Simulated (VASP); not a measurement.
Here is a VASP 6.6.1 calculation.

The input INCAR:

```
  PREC = Accurate
  ENCUT = 700
  EDIFF = 1E-6
  ISMEAR = -1
  SIGMA = 0.1068
  LREAL = False
  LASPH = True
  NELM = 120
  ALGO = Normal
  ISIF = 2
  LWAVE = False
  LCHARG = False
  GGA = PE
  NBANDS = 20
  GGA_COMPAT = False
```

File KPOINTS:

```
regular mesh
0
Gamma
  7 7 7
```

The input POSCAR:

```
CdO
1.0
    0.0000000000      2.3436118100      2.3436118100
    2.3436118100      0.0000000000      2.3436118100
    2.3436118100      2.3436118100      0.0000000000
Cd O
1 1
Direct
    0.0000000000      0.0000000000      0.0000000000
    0.5000000000      0.5000000000      0.5000000000
```

Potentials or basis: VASP PAW PBE potentials, release 64 (Cd_sv_GW, O).

Launch:

```console
$ cat potpaw_PBE.64/Cd_sv_GW/POTCAR potpaw_PBE.64/O/POTCAR > POTCAR
$ mpirun -np 1 vasp_std > vasp.out
```

Question: Estimate the pressure.

Answer: 7.1 GPa.

Question: Estimate the band gap on the k mesh.

Answer: Zero (bands 13 and 14 overlap by 0.33 eV).

Caveat: the cell stands under pressure; semilocal functionals underestimate gaps, and a narrow one can read as zero.
